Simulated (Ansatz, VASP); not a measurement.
## Two plane-wave programs on HfB

File INCAR:

```
  PREC = Accurate
  ENCUT = 520
  EDIFF = 1E-7
  ISMEAR = 0
  SIGMA = 0.1
  LREAL = False
  LASPH = True
  NELM = 60
  ALGO = Normal
  ISIF = 2
  LWAVE = False
  LCHARG = False
  GGA = PS
  NBANDS = 14
```

File KPOINTS:

```
Automatic mesh
0
Gamma
  14 14 14
```

The input POSCAR:

```
HfB
1.0
    0.0000000000      2.2264011000      2.2264011000
    2.3650011000      0.0000000000      2.2264011000
    2.3650011000      2.2264011000      0.0000000000
Hf B
1 1
Direct
    0.5000000000      0.5000000000      0.5000000000
    0.0000000000      0.0000000000      0.0000000000
```

Input for Ansatz:

```yaml
crystal:
  lattice:
    - [0.0, 2.2264011, 2.2264011]
    - [2.3650011, 0.0, 2.2264011]
    - [2.3650011, 2.2264011, 0.0]
  atoms:
    - { symbol: Hf, position: [0.5, 0.5, 0.5] }
    - { symbol: B, position: [0.0, 0.0, 0.0] }
basis:
  ecutwfc: 420
kpoints:
  mp_grid: { grid: [14, 14, 14] }
hamiltonian:
  xc: pbesol
scf:
  occupations: { method: gaussian, width: 0.1 }
output:
  forces: true
  stress: true
  eigenvalues: true
```

Alike in both runs: task single point; functional PBEsol; k mesh 14 × 14 × 14; occupations gaussian, width 0.1 eV; no spin polarisation.

```csv
,VASP,Ansatz
version,VASP 6.6.1,Ansatz 0.2.0
potentials or method,"VASP PAW PBE potentials, release 64 (Hf_pv, B), cutoff 520 eV","scalar-relativistic, plane waves, PAW"
valence electrons in the cell,13,29
```

|  | VASP | Ansatz | Ansatz less VASP |
| --- | --- | --- | --- |
| gap on the k mesh at the Fermi level (eV) | none | none | - |
| pressure (GPa) | 40.8 | 39.1 | -1.64 |
| traceless stress, the component that is largest in VASP (GPa) | -23.39 | -22.93 | +0.462 |

VASP's potentials were made for PBE, not for PBEsol. A gap of «none» marks a metal or a gap that the smearing closes. Both programs put the cell under a high pressure, so it lies far from rest at this level. VASP's potentials hold 13 valence electrons a cell and Ansatz's 29, so a difference there can come from the potentials and not from the codes.

Spin-orbit coupling is off throughout.
